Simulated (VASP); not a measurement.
LiF: G0W0 quasiparticle levels with PBE

The system is LiF.

```
Li F
1.0
     0.00000    1.93503    1.93503
     1.93503    0.00000    1.93503
     1.93503    1.93503    0.00000
Li F
1 1
Direct
  0.00000 0.00000 0.00000
  0.50000 0.50000 0.50000
```

| Item | Value |
| --- | --- |
| Program | VASP 6.6.1 |
| Task | G0W0 quasiparticle levels |
| Functional | PBE |
| Potentials or basis | VASP PAW PBE potentials, release 64 (Li_GW, F_GW) |
| Cutoff | 500 eV |
| k mesh | 6 × 6 × 6 |
| Occupations | gaussian, width 0.01 eV |
| Spin | no spin polarisation |
| Dipole correction | no |
| GW scheme | G0W0 |
| GW iterations | 1 |
| Cutoff of the response function | 150 |
| Frequency points | 96 |
| Empty bands | 60 |
| Further INCAR settings | ALGO = EVGW0; EDIFF = 1e-08; NBANDS = 64 |

```
Quasiparticle gap                                   : 14.64 eV
Least direct quasiparticle gap                      : 14.64 eV
Band gap of the starting levels on the mesh         : 10.20 eV
Least direct gap of the starting levels on the mesh : 10.20 eV
```

Wall time 100 s on 1 thread of AMD EPYC 9R45 96-Core Processor (Zen 5), on a shared host, peak memory 0.24 GiB.

Caveat: the k points lie up to 0.47 Å⁻¹ apart; bands, screening cutoff and mesh are small and nothing is extrapolated, so the quasiparticle values aren't converged.
